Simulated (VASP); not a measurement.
Ga2BSb3:

```
Ga B Sb
1.0
     5.83068    0.00000    0.00000
    -2.91534    5.04951    0.00000
     0.00000    0.00000    4.80487
Ga B Sb
2 1 3
Cartesian
  0.0000 3.3663 4.0926
  2.9153 1.6832 0.7123
  0.0000 0.0000 2.4024
  2.9153 0.0000 2.4024
  -1.4577 2.5248 2.4024
  1.4577 2.5248 2.4024
```

| Item | Value |
| --- | --- |
| Program | VASP 6.6.1 |
| Task | relaxation of cell and atoms |
| Functional | PBE |
| Potentials or basis | VASP PAW PBE potentials, release 64 (Ga_d, B, Sb) |
| Cutoff | 600 eV |
| k mesh | 3 × 3 × 4 |
| Occupations | gaussian, width 0.1 eV |
| Spin | no spin polarisation |

At the start: pressure 23.1 GPa; volume 23.58 Å³/atom.

How do energy, volume and symmetry change on relaxing?

Over 13 steps the energy falls by 785.2 meV/atom and the volume is 30.05 Å³/atom (+27.4 %); space group P-3m1 (No. 164, to 0.05 Å).

The path:
```csv
step,energy change (eV),largest force (eV/Å),pressure (GPa),volume (Å³)
1,0.0000,7.0000,23.14,141.47
2,-3.7964,0.0438,-3.95,223.05
3,-4.1757,0.7668,-0.76,193.27
4,-4.1782,0.6838,-1.04,195.25
5,-4.2989,0.6281,-0.90,190.65
6,-4.6014,0.4328,0.49,176.89
7,-3.2923,0.1102,12.84,149.67
8,-4.6289,0.3909,0.95,174.47
9,-4.6343,0.3605,1.50,172.11
10,-4.7071,0.0416,0.49,178.20
11,-4.7077,0.0172,0.38,178.83
12,-4.7096,0.0311,-0.23,181.32
13,-4.7112,0.0254,0.01,180.29
```

Final structure:
```yaml
crystal:
  lattice:
    - [5.92730, 0.00000, 0.00000]
    - [-2.96365, 5.13319, 0.00000]
    - [0.00000, 0.00000, 5.92549]
  atoms:
    - { symbol: Ga, position: [0.33333, 0.66667, 0.94992] }
    - { symbol: Ga, position: [0.66667, 0.33333, 0.05008] }
    - { symbol: B, position: [0.00000, 0.00000, 0.50000] }
    - { symbol: Sb, position: [0.50000, 0.00000, 0.50000] }
    - { symbol: Sb, position: [0.00000, 0.50000, 0.50000] }
    - { symbol: Sb, position: [0.50000, 0.50000, 0.50000] }
```

Caveat: the k points lie up to 0.41 Å⁻¹ apart in the final cell; the volume moved by over 15 % at a fixed basis, so the end points are rough.
